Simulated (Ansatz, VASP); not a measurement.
# TaSi2: VASP beside Ansatz

```
CELL_PARAMETERS angstrom
4.73235 0.00000 0.00000
-2.36618 4.09834 0.00000
0.00000 0.00000 6.51692
ATOMIC_POSITIONS crystal
Ta 0.00000 0.50000 0.16667
Ta 0.50000 0.50000 0.83333
Ta 0.50000 0.00000 0.50000
Si 0.84067 0.68134 0.50000
Si 0.15933 0.84067 0.83333
Si 0.68134 0.84067 0.16667
Si 0.15933 0.31866 0.50000
Si 0.84067 0.15933 0.83333
Si 0.31866 0.15933 0.16667
```

Alike in both runs: functional LDA; k mesh 12 × 12 × 6; occupations gaussian, width 0.1 eV; no spin polarisation.

Ansatz relaxed the structure, and its values are those at the end. VASP's run is a single point on that final structure, the one shown.

|  | VASP | Ansatz |
| --- | --- | --- |
| version | VASP 6.6.1 | Ansatz 0.2.0 |
| potentials or method | VASP PAW LDA potentials, release 64 (Ta_pv, Si), cutoff 520 eV | scalar-relativistic, plane waves, PAW |
| valence electrons in the cell | 57 | 63 |

|  | VASP | Ansatz | Ansatz less VASP |
| --- | --- | --- | --- |
| gap on the k mesh at the Fermi level (eV) | none | none | - |
| pressure (GPa) | 0.7 | 0.0 | -0.68 |

LDA's correlation is that of Perdew and Zunger in VASP and of Perdew and Wang (1992) in Ansatz. A gap of «none» marks a metal or a gap that the smearing closes. VASP's potentials hold 57 valence electrons a cell and Ansatz's 63, so a difference there can come from the potentials and not from the codes.

Spin-orbit coupling is off throughout.
